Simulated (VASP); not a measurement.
Here is a VASP 6.6.1 calculation.

File POSCAR:

```
Hf
1.0
    0.0000000000      2.2441030963      2.2441030963
    2.2441030963      0.0000000000      2.2441030963
    2.2441030963      2.2441030963      0.0000000000
Hf
1
Direct
    0.0000000000      0.0000000000      0.0000000000
```

The input INCAR.step1:

```
  ALGO = Normal
  EDIFF = 1E-4
  ENCUT = 600
  GGA = PE
  ISMEAR = 0
  LASPH = T
  LCHARG = F
  LREAL = F
  LWAVE = T
  NELM = 100
  PREC = Accurate
  SIGMA = 0.1
```

File INCAR.step2:

```
  ALGO = Normal
  EDIFF = 1E-7
  EDIFFG = -0.01
  ENCUT = 600
  IBRION = 2
  ISIF = 3
  ISMEAR = 0
  ISTART = 1
  LASPH = T
  LCHARG = F
  LMIXTAU = T
  LREAL = F
  LWAVE = F
  METAGGA = R2SCAN
  NELM = 100
  NSW = 80
  PREC = Accurate
  SIGMA = 0.1
```

Contents of KPOINTS:

```
k-points
0
Gamma
  16 16 16
```

Potentials or basis: VASP PAW PBE potentials, release 64 (Hf_pv).

Command:

```console
$ cat potpaw_PBE.64/Hf_pv/POTCAR > POTCAR
$ cp INCAR.step1 INCAR
$ mpirun -np 1 vasp_std > vasp.out
$ cp INCAR.step2 INCAR
$ mpirun -np 1 vasp_std > vasp.out
```

(1) Estimate the band gap on the k mesh.

(2) Estimate the relaxed volume.

(3) Estimate the relaxed cell.

(4) Predict the space group after relaxing (to 0.1 Å).

Answers

(1) zero (bands 5 and 6 overlap by 2.04 eV).

(2) 22.36 Å³/atom.

(3) a = 3.162 Å, b = 3.162 Å, c = 3.162 Å, α = 60.00°, β = 60.00°, γ = 60.00°.

(4) Fm-3m (No. 225).

Caveat: the PAW data sets were made with another functional, which shifts forces and pressure a little; spin-orbit coupling is left out, which moves the levels of the heavy elements.
